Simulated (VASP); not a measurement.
Input of a VASP 6.6.1 run:

File INCAR:

```
ALGO = Normal
EDIFF = 1E-6
ENCUT = 520
ISIF = 2
ISMEAR = 0
LASPH = True
LCHARG = True
LELF = True
LREAL = False
LVHAR = True
LWAVE = False
NBANDS = 11
NELM = 100
PREC = Accurate
SIGMA = 0.05
```

The input KPOINTS:

```
k-points
0
Gamma
  10 10 10
```

File POSCAR:

```
BeTe
1.0
    0.0000000000      2.8480689119      2.6202233989
    2.8480689119      0.0000000000      2.6202233989
    2.8480689119      2.8480689119      0.0000000000
Be Te
1 1
Direct
    0.0000000000      0.0000000000      0.0000000000
    0.7500000000      0.7500000000      0.7500000000
```

Potentials or basis: VASP PAW LDA potentials, release 64 (Be, Te).

Run with:

```bash
$ cat potpaw_LDA.64/Be/POTCAR potpaw_LDA.64/Te/POTCAR > POTCAR
$ mpirun -np 1 vasp_std > vasp.out
```

(1) What does it give for the band gap on the k mesh?

(2) Predict the pressure.

Answers

(1) 1.13 eV, indirect (least direct gap 3.21 eV).

(2) 0.7 GPa.

Caveat: spin-orbit coupling is left out, which moves the levels of the heavy elements.
